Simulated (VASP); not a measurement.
A run of VASP 6.6.1 is set up as follows.

File INCAR:

```
SYSTEM = Ge4S
PREC = Accurate ; ENCUT = 520
EDIFF = 1E-6 ; ISMEAR = 0
SIGMA = 0.1 ; LREAL = .False.
LASPH = .True. ; NELM = 80
ALGO = Normal ; ISIF = 2
LWAVE = .False. ; LCHARG = .False.
LDIPOL = .True. ; IDIPOL = 3
DIPOL = 0.5 0.5 0.347 ; GGA = PE
NBANDS = 39
```

KPOINTS

```
regular mesh
0
Gamma
  7 7 1
  0 0 0
```

POSCAR

```
Ge4S
1.0
    4.0740542171      0.0000000000      0.0000000000
    0.0000000000      4.0740542171      0.0000000000
    0.0000000000      0.0000000000     19.8557569412
Ge S
4 1
Direct
    0.0000000000      0.5000000000      0.2014529092
    0.0000000000      0.0000000000      0.2739958843
    0.5000000000      0.0000000000      0.3493666172
    0.5000000000      0.5000000000      0.4208228861
    0.8750000000      0.6250000000      0.4914198202
```

Potentials or basis: VASP PAW PBE potentials, release 64 (Ge_d, S).

Run with:

```sh
$ cat potpaw_PBE.64/Ge_d/POTCAR potpaw_PBE.64/S/POTCAR > POTCAR
$ mpirun -np 1 vasp_std > vasp.out
```

(1) Estimate the band gap on the k mesh.

(2) Predict the largest force.

## Answers

(1) zero (bands 31 and 32 overlap by 0.39 eV).

(2) 0.898 eV/Å.
